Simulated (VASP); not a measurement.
VN2:

```
CELL_PARAMETERS angstrom
-2.15075 2.15075 2.49135
2.15075 -2.15075 2.49135
2.15075 2.15075 -2.49135
ATOMIC_POSITIONS crystal
V 0.25000 0.25000 0.00000
V 0.75000 0.75000 0.00000
N 0.11510 0.61510 0.73020
N 0.61510 0.88490 0.50000
N 0.88490 0.38490 0.26980
N 0.38490 0.11510 0.50000
```

Program: VASP 6.6.1. Alike in all runs: task single point; level PBEsol; potentials or basis VASP PAW PBE potentials, release 64 (V_sv, N); no spin polarisation; cell as given; cutoff (eV) 520. Hardware: 1 thread of AMD EPYC 9R45 96-Core Processor (Zen 5), on a shared host.

Problem. Order these runs on this cell by their wall time, lowest first.
A. k mesh 2 × 2 × 2; smearing gaussian 0.1 eV
B. k mesh 6 × 6 × 6, shifted; smearing gaussian 0.1 eV
C. k mesh 16 × 16 × 16; smearing gaussian 0.1 eV
D. k mesh 8 × 8 × 8; smearing gaussian 0.1 eV
E. k mesh 12 × 12 × 12; smearing gaussian 0.2 eV

Solution. A (7.1 s), B (28 s), D (59 s), E (160 s), C (340 s).

Caveats: some runs use coarse meshes; the run has no spin polarisation, though such a crystal can be magnetic.
